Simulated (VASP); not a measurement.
# KI (P6_3/mmc) in VASP: a series of runs

The runs below take KI through single point, with LDA, PBE, r2SCAN.

All numbers are computed with VASP 6.6.1; they aren't measurements. Logs are shortened: lines on timing, memory, paths and dates and some standing lists are left out, and cuts for length are marked.

## (1) The cell of the first run

Symmetry: P6_3/mmc, No. 194, hexagonal system. Conventional cell: a = 6.039 Å, b = 6.039 Å, c = 7.039 Å, α = 90.00°, β = 90.00°, γ = 120.00°. K (site symmetry -6m2) has 5 I at 3.49 to 3.52 Å within 4.6 Å. I (site symmetry -6m2) has 5 K at 3.49 to 3.52 Å within 4.6 Å.

## (2) Single point, LDA

Input file INCAR:

```
SYSTEM = KI
ALGO = Normal ; EDIFF = 1E-6
ENCUT = 520 ; GGA = CA
ISIF = 2 ; ISMEAR = 0
LASPH = .TRUE. ; LCHARG = .FALSE.
LREAL = .FALSE. ; LWAVE = .FALSE.
NBANDS = 24 ; NELM = 60
PREC = Accurate ; SIGMA = 0.01
```

Input file KPOINTS:

```
k-points
0
G
  6 6 4
  0 0 0
```

Input file POSCAR:

```
KI
1.0
    6.0394507398      0.0000000000      0.0000000000
   -3.0197253699      5.2303177656      0.0000000000
    0.0000000000      0.0000000000      7.0391244287
K I
2 2
Direct
    0.3333333333      0.6666666667     -0.0625000000
    0.6666666667      0.3333333333      0.4375000000
    0.3333333333      0.6666666667      0.4375000000
    0.6666666667      0.3333333333      0.9375000000
```

Potentials or basis: VASP PAW LDA potentials, release 64 (K_sv, I).

The run is started by

```console
$ cat potpaw_LDA.64/K_sv/POTCAR potpaw_LDA.64/I/POTCAR > POTCAR
$ mpirun -np 1 vasp_std > vasp.out
```

OUTCAR:

```text
SYSTEM = KI
   EDIFF = 1E-6
   ENCUT = 520
   GGA = CA
   ISIF = 2
   ISMEAR = 0
   LASPH = .TRUE.
   LREAL = .FALSE.
   NELM = 60
   PREC = Accurate

 ion  position               nearest neighbor table
   1  0.333  0.667  0.938-   4 3.49   4 3.49   4 3.49   3 3.52   3 3.52
   2  0.667  0.333  0.438-   3 3.49   3 3.49   3 3.49   4 3.52   4 3.52
   3  0.333  0.667  0.438-   2 3.49   2 3.49   2 3.49   1 3.52   1 3.52
   4  0.667  0.333  0.938-   1 3.49   1 3.49   1 3.49   2 3.52   2 3.52

  LATTYP: Found a hexagonal cell.
 ALAT       =     6.0394507398
 C/A-ratio  =     1.1655239412

  Lattice vectors:

 A1 = (   6.0394507398,   0.0000000000,   0.0000000000)
 A2 = (  -3.0197253699,   5.2303177656,   0.0000000000)
 A3 = (   0.0000000000,   0.0000000000,   7.0391244287)

Analysis of symmetry for initial positions (statically):
=====================================================================
 Subroutine PRICEL returns:
 Original cell was already a primitive cell.

 Routine SETGRP: Setting up the symmetry group for a
 hexagonal supercell.

 Subroutine GETGRP returns: Found 24 space group operations
 (whereof  6 operations were pure point group operations)
 out of a pool of 24 trial point group operations.

The static configuration has the point symmetry C_3v.
 The point group associated with its full space group is D_6h.

Analysis of symmetry for dynamics (positions and initial velocities):
=====================================================================
 Subroutine PRICEL returns:
 Original cell was already a primitive cell.

 Routine SETGRP: Setting up the symmetry group for a
 hexagonal supercell.

 Subroutine GETGRP returns: Found 24 space group operations
 (whereof  6 operations were pure point group operations)
 out of a pool of 24 trial point group operations.

The dynamic configuration has the point symmetry C_3v.
 The point group associated with its full space group is D_6h.

 Subroutine INISYM returns: Found 24 space group operations
 (whereof  6 operations are pure point group operations),
 and found     1 'primitive' translations

----------------------------------------------------------------------------------------

                                     Primitive cell

  volume of cell :     222.3536

  direct lattice vectors                    reciprocal lattice vectors
     6.039450740  0.000000000  0.000000000     0.165577971  0.095596486  0.000000000
    -3.019725370  5.230317766  0.000000000     0.000000000  0.191192972  0.000000000
     0.000000000  0.000000000  7.039124429     0.000000000  0.000000000  0.142063123

  length of vectors
     6.039450740  6.039450740  7.039124429     0.191192972  0.191192972  0.142063123

  position of ions in fractional coordinates (direct lattice)
     0.333333333  0.666666667  0.937500000
     0.666666667  0.333333333  0.437500000
     0.333333333  0.666666667  0.437500000
     0.666666667  0.333333333  0.937500000

  ion indices of the primitive-cell ions
   primitive index   ion index
                 1           1
                 2           2
                 3           3
                 4           4

----------------------------------------------------------------------------------------

 KPOINTS: k-points

Automatic generation of k-mesh.
 Grid dimensions read from file:
 generate k-points for:    6    6    4

 Generating k-lattice:

  Cartesian coordinates                     Fractional coordinates (reciprocal lattice)
     0.027596329  0.015932748  0.000000000     0.166666667  0.000000000  0.000000000
     0.000000000  0.031865495  0.000000000     0.000000000  0.166666667  0.000000000
     0.000000000  0.000000000  0.035515781     0.000000000  0.000000000  0.250000000

  Length of vectors
     0.031865495  0.031865495  0.035515781

  Shift w.r.t. Gamma in fractional coordinates (k-lattice)
     0.000000000  0.000000000  0.000000000

 Subroutine IBZKPT returns following result:
 ===========================================

 Found     21 irreducible k-points:

 Following reciprocal coordinates:
            Coordinates               Weight
  0.000000  0.000000  0.000000      1.000000
  0.166667 -0.000000  0.000000      6.000000
  0.333333  0.000000  0.000000      6.000000
  0.500000  0.000000  0.000000      3.000000
  0.166667  0.166667  0.000000      6.000000
  0.333333  0.166667  0.000000     12.000000
[... 13 lines left out ...]
  0.333333  0.166667  0.500000     12.000000
  0.333333  0.333333  0.500000      2.000000
   k-points           NKPTS =     21   k-points in BZ     NKDIM =     21   number of bands    NBANDS=     24
   number of dos      NEDOS =    301   number of ions     NIONS =      4
   total plane-waves  NPLWV = 124416
   dimension x,y,z NGX =    48 NGY =   48 NGZ =   54
   dimension x,y,z NGXF=    96 NGYF=   96 NGZF=  108
   ions per type =               2   2
   NGX,Y,Z   is equivalent  to a cutoff of  13.21, 13.21, 12.75 a.u.
   NGXF,Y,Z  is equivalent  to a cutoff of  26.43, 26.43, 25.51 a.u.
 SYSTEM =  KI
   PREC   = accura    normal or accurate (medium, high low for compatibility)
   ISTART =      0    job   : 0-new  1-cont  2-samecut
   ICHARG =      2    charge: 1-file 2-atom 10-const
   ISPIN  =      1    spin polarized calculation?
   LNONCOLLINEAR =      F non collinear calculations
   LSORBIT =      F    spin-orbit coupling
   LASPH  =      T    aspherical Exc in radial PAW
   ENCUT  =  520.0 eV  38.22 Ry    6.18 a.u.  11.23 11.23 13.09*2*pi/ulx,y,z
   NELM   =     60;   NELMIN=  2; NELMDL= -5     # of ELM steps
   EDIFF  = 0.1E-05   stopping-criterion for ELM
   LREAL  =      F    real-space projection
   EDIFFG = 0.1E-04   stopping-criterion for IOM
   NSW    =      0    number of steps for IOM
   IBRION =     -1    ionic relax: 0-MD 1-quasi-New 2-CG
   NFREE  =      0    steps in history (QN), initial steepest desc. (CG)
   ISIF   =      2    stress and relaxation
   ISYM   =      2    0-nonsym 1-usesym 2-fastsym
   POTIM  = 0.5000    time-step for ionic-motion
   TEBEG  =    0.0;   TEEND  =   0.0 temperature during run
   PSTRESS=    0.0 pullay stress
   NELECT =      32.0000    total number of electrons
   NUPDOWN=      -1.0000    fix difference up-down
   EMIN   =  10.00;   EMAX   =-10.00  energy-range for DOS
   EFERMI =   0.00;   METHOD = LEGACY
   ISMEAR =     0;   SIGMA  =   0.01  broadening in eV -4-tet -1-fermi 0-gaus
   EFERMI_NEDOS =   21; number of points for ismear=-14 and -15
   IALGO  =     38    algorithm
   IMIX   =      4    mixing-type and parameters
     AMIX     =   0.40;   BMIX     =  1.00
     AMIX_MAG =   1.60;   BMIX_MAG =  1.00
  volume/ion in A,a.u.               =      55.59       375.13
  Fermi-wavevector in a.u.,A,eV,Ry     =   0.857913  1.621221 10.014097  0.736015
  Thomas-Fermi vector in A             =   1.975039
   LORBIT       =      0    0 simple, 1 ext, 2 COOP (PROOUT), +10 PAW based schemes
   GGA     = CA    functional components
   LHFCALC =     F    Hartree Fock is set to
   AEXX    =    0.0000 exact exchange contribution
   IVDW    =     0    specifies the selected vdW correction
   LEPSILON=     F    determine dielectric tensor
   LRPA    =     F    only Hartree local field effects (RPA)
 non-spin polarized calculation
 Gauss-broadening in eV      SIGMA  =   0.01
  energy-cutoff  :      520.00
  volume of cell :      222.35
 maximum number of plane-waves:      6038
 NGX is ok and might be reduce to    48
   NGX = 23   NGY = 23   NGZ = 27

 number of electron      32.0000004 magnetization

 Free energy of the ion-electron system (eV)
  ---------------------------------------------------
  ext. energy  EPLUGINS =         0.00000000
  ---------------------------------------------------
  free energy    TOTEN  =       -11.92731272 eV

  energy without entropy =      -11.92731272  energy(sigma->0) =      -11.92731272

 E-fermi :  -1.6450     XC(G=0):  -6.5662

 val. band max:       -1.6853548070   @ k =   0.0000   0.0000   0.0000
 cond. band min:       1.8086045093   @ k =   0.0000   0.0000   0.0000
 fundamental gap:      3.4939593163
 Fermi energy:        -1.6449675512

 k-point     1 :       0.0000    0.0000    0.0000
  band No.  band energies     occupation
      1     -29.9630      2.00000
      2     -29.9605      2.00000
      3     -13.7192      2.00000
      4     -13.7111      2.00000
      5     -13.7111      2.00000
      6     -13.6947      2.00000
[... 16 lines left out ...]
     23       5.1875      0.00000
     24       6.1738      0.00000

 k-point     2 :       0.1667   -0.0000    0.0000
  band No.  band energies     occupation
      1     -29.9628      2.00000
      2     -29.9606      2.00000
      3     -13.7229      2.00000
      4     -13.7166      2.00000
      5     -13.7123      2.00000
      6     -13.7087      2.00000
[... 16 lines left out ...]
     23       5.4647      0.00000
     24       5.5974      0.00000

 k-point     3 :       0.3333    0.0000    0.0000
  band No.  band energies     occupation
      1     -29.9624      2.00000
      2     -29.9609      2.00000
      3     -13.7462      2.00000
      4     -13.7355      2.00000
      5     -13.7147      2.00000
      6     -13.7101      2.00000
[... 16 lines left out ...]
     23       5.3714      0.00000
     24       5.7709      0.00000

 k-point     4 :       0.5000    0.0000    0.0000
  band No.  band energies     occupation
      1     -29.9620      2.00000
      2     -29.9612      2.00000
      3     -13.7575      2.00000
      4     -13.7484      2.00000
      5     -13.7158      2.00000
      6     -13.7049      2.00000
[... 16 lines left out ...]
     23       5.5447      0.00000
     24       6.0405      0.00000

 k-point     5 :       0.1667    0.1667    0.0000
  band No.  band energies     occupation
      1     -29.9625      2.00000
      2     -29.9608      2.00000
      3     -13.7395      2.00000
      4     -13.7294      2.00000
      5     -13.7144      2.00000
      6     -13.7120      2.00000
[... 16 lines left out ...]
     23       5.4629      0.00000
     24       5.4997      0.00000

 k-point     6 :       0.3333    0.1667    0.0000
  band No.  band energies     occupation
      1     -29.9620      2.00000
      2     -29.9612      2.00000
      3     -13.7553      2.00000
      4     -13.7487      2.00000
      5     -13.7172      2.00000
      6     -13.7049      2.00000
[... 16 lines left out ...]
     23       5.6790      0.00000
     24       5.6795      0.00000
[... 298 lines left out ...]
 k-point    18 :       0.5000    0.0000    0.5000
  band No.  band energies     occupation
      1     -29.9616      2.00000
      2     -29.9616      2.00000
      3     -13.8001      2.00000
      4     -13.8001      2.00000
      5     -13.7052      2.00000
      6     -13.7052      2.00000
[... 16 lines left out ...]
     23       5.4526      0.00000
     24       5.4526      0.00000

 k-point    19 :       0.1667    0.1667    0.5000
  band No.  band energies     occupation
      1     -29.9616      2.00000
      2     -29.9616      2.00000
      3     -13.7796      2.00000
      4     -13.7796      2.00000
      5     -13.7047      2.00000
      6     -13.7047      2.00000
[... 16 lines left out ...]
     23       5.7479      0.00000
     24       5.7479      0.00000

 k-point    20 :       0.3333    0.1667    0.5000
  band No.  band energies     occupation
      1     -29.9616      2.00000
      2     -29.9616      2.00000
      3     -13.7995      2.00000
      4     -13.7995      2.00000
      5     -13.7062      2.00000
      6     -13.7062      2.00000
[... 16 lines left out ...]
     23       5.5991      0.00000
     24       5.5991      0.00000

 k-point    21 :       0.3333    0.3333    0.5000
  band No.  band energies     occupation
      1     -29.9616      2.00000
      2     -29.9616      2.00000
      3     -13.8053      2.00000
      4     -13.8053      2.00000
      5     -13.7075      2.00000
      6     -13.7075      2.00000
[... 16 lines left out ...]
     23       5.6482      0.00000
     24       5.6482      0.00000

------------------------ aborting loop because EDIFF is reached ----------------------------------------

  FORCE on cell =-STRESS in cart. coord.  units (eV):
  Direction    XX          YY          ZZ          XY          YZ          ZX
  --------------------------------------------------------------------------------------
  -------------------------------------------------------------------------------------
  Total       -1.2675778     -1.2675778     -1.6241351      0.0000000     -0.0000000      0.0000000
  in kB       -9.1335798     -9.1335798    -11.7027672      0.0000000     -0.0000000      0.0000000
  external PRESSURE =      -9.9899756 kB  Pullay stress =       0.0000000 kB

 VOLUME and BASIS-vectors are now :
 -----------------------------------------------------------------------------
  energy-cutoff  :      520.00
  volume of cell :      222.35
      direct lattice vectors                 reciprocal lattice vectors
     6.039450740  0.000000000  0.000000000     0.165577971  0.095596486  0.000000000
    -3.019725370  5.230317766  0.000000000     0.000000000  0.191192972  0.000000000
     0.000000000  0.000000000  7.039124429     0.000000000  0.000000000  0.142063123

 POSITION                                       TOTAL-FORCE (eV/Angst)
 -----------------------------------------------------------------------------------
     -0.00000      3.48688      6.59918         0.000000     -0.000000      0.000000
      3.01973      1.74344      3.07962        -0.000000      0.000000     -0.000000
     -0.00000      3.48688      3.07962         0.000000      0.000000      0.000000
      3.01973      1.74344      6.59918        -0.000000     -0.000000     -0.000000
 -----------------------------------------------------------------------------------
    total drift:                               -0.000000      0.000000      0.000013

  FREE ENERGIE OF THE ION-ELECTRON SYSTEM (eV)
  ---------------------------------------------------
  free  energy   TOTEN  =       -11.9273127185 eV

  energy  without entropy=      -11.9273127185  energy(sigma->0) =      -11.92731272
```

Wall time 2.5 min (1 thread of Oxide Virtual Turin-like, shared host); peak memory 0.28 GiB.

What came out:

- Free energy: -11.9273 eV
- Pressure: -1.0 GPa
- Band gap on the k mesh: 3.49 eV

Caveat: the structure was generated, so it needn't be the stable form of KI; spin-orbit coupling is left out, which moves the levels of the heavy elements.

(Continued in part 2 of 2.)
